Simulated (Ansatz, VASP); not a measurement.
## One calculation of SnO, two programs

```
Sn O
1.0
     2.71259   -2.71259    0.00000
     2.71259    2.71259    0.00000
     0.00000    0.00000    9.52244
Sn O
4 4
Direct
  0.75000 0.25000 0.87163
  0.25000 0.75000 0.12837
  0.75000 0.25000 0.37163
  0.25000 0.75000 0.62837
  0.24999 0.25001 0.25000
  0.75001 0.74999 0.75000
  0.25001 0.24999 0.75000
  0.74999 0.75001 0.25000
```

Alike in both runs: functional PBE; dispersion D3(BJ); k mesh 10 × 10 × 4; occupations gaussian, width 0.02 eV; no spin polarisation.

Ansatz relaxed the structure, and its values are those at the end. VASP's run is a single point on that final structure, the one shown.

```csv
,VASP,Ansatz
version,VASP 6.6.1,Ansatz 0.2.0
potentials or method,"VASP PAW PBE potentials, release 64 (Sn_d, O), cutoff 520 eV","scalar-relativistic, plane waves, PAW"
valence electrons in the cell,80,80
```

```tsv
	VASP	Ansatz	Ansatz less VASP
gap on the k mesh at the Fermi level (eV)	none	none	-
pressure (GPa)	0.3	0.0	-0.28
rms of the force components (eV/Å)	0.037	0.001	-0.0360
```

A gap of «none» marks a metal or a gap that the smearing closes.
